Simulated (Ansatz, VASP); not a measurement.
# One calculation of HfPdSe4, two programs

```
Hf Pd Se
1.0
     3.75528    0.00000    0.00000
    -1.87764    3.25217    0.00000
     0.00000    0.00000   13.43025
Hf Pd Se
1 1 4
Direct
  0.00000 0.00000 0.00000
  0.00000 0.00000 0.50000
  0.66667 0.33333 0.88212
  0.66667 0.33333 0.40329
  0.33333 0.66667 0.59671
  0.33333 0.66667 0.11788
```

Change from the starting cell: relaxed end of: species swapped into the TaTiTe4 type (P-3m1, No. 164).

Alike in both runs: task single point; functional PBE; k mesh 6 × 6 × 2; occupations gaussian, width 0.1 eV; no spin polarisation.

```csv
,VASP,Ansatz
version,VASP 6.6.1,Ansatz 0.2.0
potentials or method,"VASP PAW PBE potentials, release 64 (Hf_pv, Pd, Se), cutoff 520 eV","scalar-relativistic, plane waves, PAW"
valence electrons in the cell,44,108
```

|  | VASP | Ansatz | Ansatz less VASP |
| --- | --- | --- | --- |
| gap on the k mesh at the Fermi level (eV) | 0.56 | 0.55 | -0.007 |
| least direct gap on the mesh (eV) | 1.02 | 1.03 | +0.008 |
| pressure (GPa) | -0.1 | 0.1 | +0.15 |
| traceless stress, the component that is largest in VASP (GPa) | -0.14 | -0.15 | -0.002 |
| rms of the force components (eV/Å) | 0.018 | 0.006 | -0.0113 |

Atom by atom the forces differ by 0.015 eV/Å (rms over components). VASP's potentials hold 44 valence electrons a cell and Ansatz's 108, so a difference there can come from the potentials and not from the codes.

Spin-orbit coupling is off throughout.
